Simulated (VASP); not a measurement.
Wanted: the native input for a VASP 6.6.1 run.

```
Task                   : single point
Functional             : PBEsol
Potentials or basis    : VASP PAW PBE potentials, release 64 (Be, C)
Cutoff                 : 600 eV
k mesh                 : 16 × 16 × 16
Occupations            : fermi-dirac, width 0.05 eV
Spin                   : no spin polarisation
Dipole correction      : no
Further INCAR settings : ALGO = Normal; EDIFF = 1e-06; NBANDS = 11
```

The structure of Be2C lies in POSCAR:

```
Be2C
1.0
    0.0000000000      2.1553775933      2.1553775933
    2.1553775933      0.0000000000      2.1553775933
    2.1553775933      2.1553775933      0.0000000000
Be C
2 1
Direct
    0.2500000000      0.2500000000      0.2500000000
    0.7500000000      0.7500000000      0.7500000000
    0.0000000000      0.0000000000      0.0000000000
```

One way to write it, as run:

INCAR

```
  PREC = Accurate
  ENCUT = 600
  EDIFF = 1E-6
  ISMEAR = -1
  SIGMA = 0.05
  LREAL = False
  LASPH = True
  NELM = 120
  ALGO = Normal
  ISIF = 2
  LWAVE = False
  LCHARG = True
  GGA = PS
  LELF = True
  LVHAR = True
  NBANDS = 11
  GGA_COMPAT = False
```

KPOINTS

```
Automatic mesh
0
Gamma
  16 16 16
```

Potentials or basis: VASP PAW PBE potentials, release 64 (Be, C).

Command:

```sh
$ cat potpaw_PBE.64/Be/POTCAR potpaw_PBE.64/C/POTCAR > POTCAR
$ mpirun -np 1 vasp_std > vasp.out
```

It gave:

```
Pressure               : 0.6 GPa
Band gap on the k mesh : 1.07 eV (least direct gap 4.11 eV)
```

Caveat: the PAW data sets were made with another functional, which shifts forces and pressure a little.

Wall time 50 s on 1 thread of AMD EPYC 7R43 64-Core Processor (Zen 3), on a shared host, peak memory 0.12 GiB.
